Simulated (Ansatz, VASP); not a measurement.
One calculation of MoS2, two programs

File INCAR:

```
PREC = Accurate
ENCUT = 520
EDIFF = 1E-8
ISMEAR = -1
SIGMA = 0.05
LREAL = False
LASPH = True
NELM = 60
ALGO = Normal
ISIF = 2
LWAVE = False
LCHARG = False
GGA = PS
LEFG = True
NBANDS = 20
```

KPOINTS

```
regular mesh
0
Gamma
  13 13 13
```

The input POSCAR:

```
MoS2
1.0
    1.5815003568      0.9130796567      6.3070299000
   -1.5815003568      0.9130796567      6.3070299000
    0.0000000000     -1.8261593134      6.3070299000
Mo S
1 2
Direct
    0.0000000000      0.0000000000      0.0000000000
    0.7484000000      0.7484000000      0.7484000000
    0.5849000000      0.5849000000      0.5849000000
```

Input for Ansatz:

```yaml
crystal:
  lattice:
    - [1.5815003568, 0.9130796567, 6.3070299]
    - [-1.5815003568, 0.9130796567, 6.3070299]
    - [0.0, -1.8261593134, 6.3070299]
  atoms:
    - { symbol: Mo, position: [0.0, 0.0, 0.0] }
    - { symbol: S, position: [0.7484, 0.7484, 0.7484] }
    - { symbol: S, position: [0.5849, 0.5849, 0.5849] }
kpoints:
  mp_grid: { grid: [13, 13, 13] }
scf:
  occupations: { method: fermi_dirac, width: 0.05 }
hamiltonian:
  xc: pbesol
  pseudopotentials: { kind: all_electron, datasets: crystal }
output:
  forces: true
  stress: true
  eigenvalues: true
  efg: { contact_densities: true }
```

Change from the starting cell: zz strain of +3 %, crystal datasets.

Alike in both runs: task electric field gradients; functional PBEsol; k mesh 13 × 13 × 13; occupations fermi-dirac, width 0.05 eV; no spin polarisation.

|  | VASP | Ansatz |
| --- | --- | --- |
| version | VASP 6.6.1 | Ansatz 0.2.0 |
| potentials or method | VASP PAW PBE potentials, release 64 (Mo_sv, S), cutoff 520 eV | all-electron PAW with datasets made for the crystal, scalar-relativistic |

```csv
,VASP,Ansatz,Ansatz less VASP
pressure (GPa),-0.8,-0.7,+0.03
"traceless stress, the component that is largest in VASP (GPa)",1.41,1.42,+0.013
rms of the force components (eV/Å),0.044,0.044,-0.0002
size of Vzz on the site where it differs most (V/Å²),81.8,78.9,-2.95
```

VASP's potentials were made for PBE, not for PBEsol. Atom by atom the forces differ by 0.000 eV/Å (rms over components). Ansatz ran all-electron here, and VASP with PAW potentials.
